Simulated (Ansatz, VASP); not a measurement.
Two plane-wave programs on Te2Mo

File INCAR:

```
SYSTEM = Te2Mo
ALGO = Normal
EDIFF = 1E-7
ENCUT = 520
GGA = RE
ISIF = 2
ISMEAR = -1
LASPH = .True.
LCHARG = .False.
LREAL = .False.
LWAVE = .False.
NBANDS = 35
NELM = 80
PREC = Accurate
SIGMA = 0.05
```

The input KPOINTS:

```
k-points
0
Gamma
  9 9 2
  0 0 0
```

The input POSCAR:

```
Te2Mo
1.0
    3.4463798477      0.0000000000      0.0000000000
   -1.7231899238      2.9846524992      0.0000000000
    0.0000000000      0.0000000000     13.6883444487
Te Mo
4 2
Direct
    0.6666666667      0.3333333333      0.3790000000
    0.3333333333      0.6666666667      0.8790000000
    0.6666666667      0.3333333333      0.1210000000
    0.3333333333      0.6666666667      0.6210000000
    0.6666666667      0.3333333333      0.7500000000
    0.3333333333      0.6666666667      0.2500000000
```

The input input.yaml:

```yaml
crystal:
  lattice:
    - [3.4463798477, 0.0, 0.0]
    - [-1.7231899238, 2.9846524992, 0.0]
    - [0.0, 0.0, 13.6883444487]
  atoms:
    - { symbol: Te, position: [0.6666666667, 0.3333333333, 0.379] }
    - { symbol: Te, position: [0.3333333333, 0.6666666667, 0.879] }
    - { symbol: Te, position: [0.6666666667, 0.3333333333, 0.121] }
    - { symbol: Te, position: [0.3333333333, 0.6666666667, 0.621] }
    - { symbol: Mo, position: [0.6666666667, 0.3333333333, 0.75] }
    - { symbol: Mo, position: [0.3333333333, 0.6666666667, 0.25] }
hamiltonian:
  xc: revpbe
  pseudopotentials: { kind: paw }
kpoints:
  mp_grid: { grid: [9, 9, 2] }
scf:
  occupations: { method: fermi_dirac, width: 0.05 }
output:
  forces: true
  stress: true
  eigenvalues: true
```

Alike in both runs: task single point; functional revPBE; k mesh 9 × 9 × 2; occupations fermi-dirac, width 0.05 eV; no spin polarisation.

```csv
,VASP,Ansatz
version,VASP 6.6.1,Ansatz 0.2.0
potentials or method,"VASP PAW PBE potentials, release 64 (Te, Mo_sv)",Ansatz PAW
plane-wave cutoff (eV),520,420
valence electrons in the cell,52,92
```

|  | VASP | Ansatz | Ansatz less VASP |
| --- | --- | --- | --- |
| gap on the k mesh at the Fermi level (eV) | 0.75 | 0.76 | +0.006 |
| least direct gap on the mesh (eV) | 1.13 | 1.14 | +0.001 |
| pressure (GPa) | 11.9 | 12.0 | +0.04 |
| traceless stress, the component that is largest in VASP (GPa) | 1.82 | 1.76 | -0.066 |
| rms of the force components (eV/Å) | 0.565 | 0.560 | -0.0059 |

VASP's potentials were made for PBE, not for revPBE. Atom by atom the forces differ by 0.006 eV/Å (rms over components). VASP's potentials hold 52 valence electrons a cell and Ansatz's 92, so a difference there can come from the potentials and not from the codes.

Spin-orbit coupling is off throughout. Noted on Ansatz's run: odd divisions of the mesh miss points on the zone boundary, where band edges often lie, so the gap on the mesh can be too wide.
